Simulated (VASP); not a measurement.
Ta4O:

```xyz
5
Lattice="3.2575 0.0000 0.0000 0.0000 3.2575 0.0000 0.0000 0.0000 7.4093" Properties=species:S:1:pos:R:3 pbc="T T T"
Ta    0.0000    0.0000    0.0000
Ta    1.6287    1.6287    1.6067
Ta    1.6287    1.6287    5.8027
Ta    0.0000    0.0000    3.7047
O     1.6287    1.6287    3.7047
```

Base run:

| Item | Value |
| --- | --- |
| Program | VASP 6.6.1 |
| Functional | PBEsol |
| Potentials or basis | VASP PAW PBE potentials, release 64 (Ta_pv, O) |
| Cutoff | 520 eV |
| k mesh | 8 × 8 × 4 |
| Occupations | fermi-dirac, width 0.05 eV |
| Spin | no spin polarisation |
| Hubbard terms | Ta d U = 5.0 eV |

Its results: band gap on the k mesh zero (bands 25 and 26 overlap by 0.82 eV); pressure 7.5 GPa; largest force 0.557 eV/Å.

Question: The run is repeated on the same cell with these changes: hubbard terms from Ta d U = 5.0 eV to Ta d U = 6.0 eV; further incar settings from ALGO = Normal; EDIFF = 1e-06; NBANDS = 33 to ALGO = Normal; EDIFF = 1e-07; NBANDS = 33. What comes out?

Answer: Band gap on the k mesh zero (bands 25 and 26 overlap by 0.80 eV); pressure 10.8 GPa; largest force 0.681 eV/Å.

Caveats: the cell stands under pressure; the PAW data sets were made with another functional, which shifts forces and pressure a little; spin-orbit coupling is left out, which moves the levels of the heavy elements; U without spin polarisation on a metal has little footing.
